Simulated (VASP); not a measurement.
# ZnO (P6_3/mmc) in VASP: further runs, part 2 of 2

VASP 6.6.1.

## (4) Single point, PBEsol (strain +0.000 along x and y, -0.015 along z)

The input, INCAR:

```
SYSTEM = ZnO
PREC = Accurate ; ENCUT = 520
EDIFF = 1E-7 ; ISMEAR = 0
SIGMA = 0.05 ; LREAL = .FALSE.
LASPH = .TRUE. ; NELM = 80
ALGO = Normal ; ISIF = 2
LWAVE = .FALSE. ; LCHARG = .TRUE.
GGA = PS ; LELF = .TRUE.
LVHAR = .TRUE. ; NBANDS = 26
```

The input, KPOINTS:

```
Automatic mesh
0
G
  9 9 4
  0 0 0
```

The input, POSCAR:

```
ZnO
1.0
    3.2879671587      0.0000000000      0.0000000000
   -1.6439835793      2.8474630862      0.0000000000
    0.0000000000      0.0000000000      7.0234847298
Zn O
2 2
Direct
    0.0000000000      0.0000000000      0.7500000000
    0.0000000000      0.0000000000      0.2500000000
    0.3333333333      0.6666666667      0.2500000000
    0.6666666667      0.3333333333      0.7500000000
```

Potentials or basis: VASP PAW PBE potentials, release 64 (Zn, O).

Command:

```
$ cat potpaw_PBE.64/Zn/POTCAR potpaw_PBE.64/O/POTCAR > POTCAR
$ mpirun -np 1 vasp_std > vasp.out
```

OUTCAR:

```text
SYSTEM = ZnO
   PREC = Accurate
   ENCUT = 520
   EDIFF = 1E-7
   ISMEAR = 0
   LREAL = .FALSE.
   LASPH = .TRUE.
   NELM = 80
   ISIF = 2
   GGA = PS

 ion  position               nearest neighbor table
   1  0.000  0.000  0.750-   4 1.90   4 1.90   4 1.90
   2  0.000  0.000  0.250-   3 1.90   3 1.90   3 1.90
   3  0.333  0.667  0.250-   2 1.90   2 1.90   2 1.90
   4  0.667  0.333  0.750-   1 1.90   1 1.90   1 1.90

  LATTYP: Found a hexagonal cell.
 ALAT       =     3.2879671587
 C/A-ratio  =     2.1361176650

  Lattice vectors:

[... 885 lines left out ...]
     26       9.6026      0.00000

 [... further k-points ...]
[... 5 lines left out ...]
  --------------------------------------------------------------------------------------
  -------------------------------------------------------------------------------------
  Total       -2.2125886     -2.2125886     -0.3666545     -0.0000000     -0.0000000      0.0000000
  in kB      -53.9104587    -53.9104587     -8.9336581     -0.0000000     -0.0000000      0.0000000
  external PRESSURE =     -38.9181918 kB  Pullay stress =       0.0000000 kB

 VOLUME and BASIS-vectors are now :
 -----------------------------------------------------------------------------
  energy-cutoff  :      520.00
  volume of cell :       65.76
      direct lattice vectors                 reciprocal lattice vectors
     3.287967159  0.000000000  0.000000000     0.304139291  0.175594901  0.000000000
    -1.643983579  2.847463086  0.000000000     0.000000000  0.351189803  0.000000000
     0.000000000  0.000000000  7.023484730     0.000000000  0.000000000  0.142379465

 POSITION                                       TOTAL-FORCE (eV/Angst)
 -----------------------------------------------------------------------------------
      0.00000      0.00000      5.26761        -0.000000      0.000000     -0.000000
      0.00000      0.00000      1.75587         0.000000     -0.000000     -0.000000
     -0.00000      1.89831      1.75587         0.000000     -0.000000      0.000000
      1.64398      0.94915      5.26761        -0.000000      0.000000      0.000000
 -----------------------------------------------------------------------------------
    total drift:                               -0.000000      0.000000      0.000000

  FREE ENERGIE OF THE ION-ELECTRON SYSTEM (eV)
  ---------------------------------------------------
  free  energy   TOTEN  =       -18.2743054902 eV

  energy  without entropy=      -18.2743054902  energy(sigma->0) =      -18.27430549
```

stdout:

```text
POSCAR found type information on POSCAR ZnO
 POSCAR found :  2 types and       4 ions
 scaLAPACK will be used
 -----------------------------------------------------------------------------
|                                                                             |
|                                                                             |
|     You enforced a specific xc type in the INCAR file but a different       |
|     I HOPE YOU KNOW WHAT YOU ARE DOING!                                     |
|                                                                             |
 -----------------------------------------------------------------------------

 LDA part: xc-table for (Slater+PW92), standard interpolation
 POSCAR, INCAR and KPOINTS ok, starting setup
 FFT: planning ... GRIDC
 FFT: planning ... GRID_SOFT
 FFT: planning ... GRID
 WAVECAR not read
 entering main loop
```

Run time: 58 s. Hardware: 1 thread of Intel Xeon Platinum 8488C (Sapphire Rapids), shared host; peak memory 0.2 GiB.

What came out:

```
Free energy            : -18.2743 eV
Pressure               : -3.9 GPa
Band gap on the k mesh : 0.73 eV
```

Stress tensor (GPa, compression positive):
```
-5.39  0.00  0.00
 0.00 -5.39  0.00
 0.00  0.00 -0.89
```

Caveat: the cell differs from its parent crystal (strain +0.000 along x and y, -0.015 along z); the cell stands under tension; the PAW data sets were made with another functional, which shifts forces and pressure a little; an odd mesh through Γ misses points on the zone boundary, where band edges can lie.

## (5) The runs side by side

```tsv
cell	gap on the mesh (eV)	pressure (GPa)
a = 3.288, b = 3.288, c = 6.917 Å, angles 90.0, 90.0, 120.0°, 4 atoms	0.71	-3.9
a = 3.239, b = 3.239, c = 7.130 Å, angles 90.0, 90.0, 120.0°, 4 atoms	0.77	0.3
a = 3.288, b = 3.288, c = 7.023 Å, angles 90.0, 90.0, 120.0°, 4 atoms	0.73	-3.9
```

Alike in all rows: task single point; level PBEsol; potentials or basis VASP PAW PBE potentials, release 64 (Zn, O); no spin polarisation; k mesh 9 × 9 × 4; cutoff (eV) 520; smearing gaussian 0.05 eV.

Caveats: the PAW data sets were made with another functional, which shifts forces and pressure a little; an odd mesh through Γ misses points on the zone boundary, where band edges can lie; the cell stands under tension (at least some runs).

Absolute energies hang on the potentials; compare differences alone.
